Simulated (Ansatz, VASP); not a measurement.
**One calculation of Ge3Te2S, two programs**

File INCAR:

```
PREC = Accurate ; ENCUT = 600
EDIFF = 1E-7 ; ISMEAR = 0
SIGMA = 0.1 ; LREAL = False
LASPH = True ; NELM = 80
ALGO = Normal ; ISIF = 3
LWAVE = False ; LCHARG = False
GGA = PE ; IBRION = 2
NSW = 100 ; EDIFFG = -0.01
```

The input KPOINTS:

```
Automatic mesh
0
Gamma
  6 6 8
```

POSCAR

```
Ge3Te2S
1.0
    6.3391112459      0.0000000000      0.0000000000
   -3.1695556229      5.4898313763      0.0000000000
    0.0000000000      0.0000000000      5.0426123456
Ge Te S
3 2 1
Direct
    0.0000000000      0.5000000000      0.9822171999
    0.5000000000      0.0000000000      0.9822171999
    0.5000000000      0.5000000000      0.9822171999
    0.6666666667      0.3333333333      0.5839296446
    0.3333333333      0.6666666667      0.5839296446
    0.0000000000      0.0000000000      0.0554840212
```

Input for Ansatz:

```yaml
crystal:
  lattice:
    - [6.3391112459, 0.0, 0.0]
    - [-3.1695556229, 5.4898313763, 0.0]
    - [0.0, 0.0, 5.0426123456]
  atoms:
    - { symbol: Ge, position: [0.0, 0.5, 0.9822171999] }
    - { symbol: Ge, position: [0.5, 0.0, 0.9822171999] }
    - { symbol: Ge, position: [0.5, 0.5, 0.9822171999] }
    - { symbol: Te, position: [0.6666666667, 0.3333333333, 0.5839296446] }
    - { symbol: Te, position: [0.3333333333, 0.6666666667, 0.5839296446] }
    - { symbol: S, position: [0.0, 0.0, 0.0554840212] }
basis:
  ecutwfc: 420
kpoints:
  mp_grid: { grid: [6, 6, 8] }
hamiltonian:
  xc: pbe
scf:
  occupations: { method: gaussian, width: 0.1 }
output:
  forces: true
  stress: true
  eigenvalues: true
  write_density: true
  write_potential: true
  elf: true
  volumetric_format: npy
relax:
  adjacent_minimum: "off"
  f_tol: 0.01
  max_steps: 80
  cell: { stress_tol: 0.05 }
```

Change from the starting cell: species swapped into the NaSn2Pd3 type (P6mm, No. 183).

Alike in both runs: task relaxation of cell and atoms; functional PBE; k mesh 6 × 6 × 8; occupations gaussian, width 0.1 eV; no spin polarisation.

|  | VASP | Ansatz |
| --- | --- | --- |
| version | VASP 6.6.1 | Ansatz 0.2.0 |
| potentials or method | VASP PAW PBE potentials, release 64 (Ge_d, Te, S), cutoff 600 eV | scalar-relativistic, plane waves, PAW |
| valence electrons in the cell | 60 | 80 |

Ansatz gave:

* gap on the k mesh at the Fermi level, each at its own relaxed structure (eV): 0.31
* relaxed volume (Å³/atom): 32.61
* relaxed length of the cell vector where the two differ most in proportion (Å): 5.691

Question: What did VASP give for the same quantities?

Answer: gap on the k mesh at the Fermi level, each at its own relaxed structure (eV): 0.25; relaxed volume (Å³/atom): 32.14; relaxed length of the cell vector where the two differ most in proportion (Å): 5.619.

VASP's potentials hold 60 valence electrons a cell and Ansatz's 80, so a difference there can come from the potentials and not from the codes.

Spin-orbit coupling is off throughout.
